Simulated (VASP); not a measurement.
Wanted: the native input for a VASP 6.6.1 run.

```yaml
Task: single point
Functional: PBE
Potentials_or_basis: VASP PAW PBE potentials, release 64 (Ru_pv, W_sv)
Cutoff: 520 eV
k_mesh: 6 × 6 × 6
Occupations: gaussian, width 0.1 eV
Spin: no spin polarisation
Dipole_correction: no
Further_INCAR_settings: ALGO = Fast; EDIFF = 1e-06; NBANDS = 36
```

The structure of RuW3 lies in POSCAR:

```
RuW3
1.0
   -1.8998213628      1.8998213628      4.2437568104
    1.8998213628     -1.8998213628      4.2437568104
    1.8998213628      1.8998213628     -4.2437568104
Ru W
1 3
Direct
    0.0000000000      0.0000000000      0.0000000000
    0.5000000000      0.5000000000      0.0000000000
    0.2500000000      0.7500000000      0.5000000000
    0.7500000000      0.2500000000      0.5000000000
```

These files were run (other wordings do the same):

INCAR

```
SYSTEM = RuW3
PREC = Accurate ; ENCUT = 520
EDIFF = 1E-6 ; ISMEAR = 0
SIGMA = 0.1 ; LREAL = .FALSE.
LASPH = .TRUE. ; NELM = 60
ALGO = Fast ; ISIF = 2
LWAVE = .FALSE. ; LCHARG = .FALSE.
GGA = PE ; NBANDS = 36
```

KPOINTS

```
regular mesh
0
G
  6 6 6
  0 0 0
```

Potentials or basis: VASP PAW PBE potentials, release 64 (Ru_pv, W_sv).

Launch:

```bash
$ cat potpaw_PBE.64/Ru_pv/POTCAR potpaw_PBE.64/W_sv/POTCAR > POTCAR
$ mpirun -np 1 vasp_std > vasp.out
```

It gave:

* Pressure: 9.8 GPa
* Band gap on the k mesh: zero (band 28 reaches 13.55 eV, above the bottom of band 29 at 11.08 eV)

Caveat: the k points lie up to 0.39 Å⁻¹ apart; spin-orbit coupling is left out, which moves the levels of the heavy elements.

It used 450 s of CPU time on 1 thread of AMD EPYC 7R13 Processor (Zen 3), with other jobs on the host.
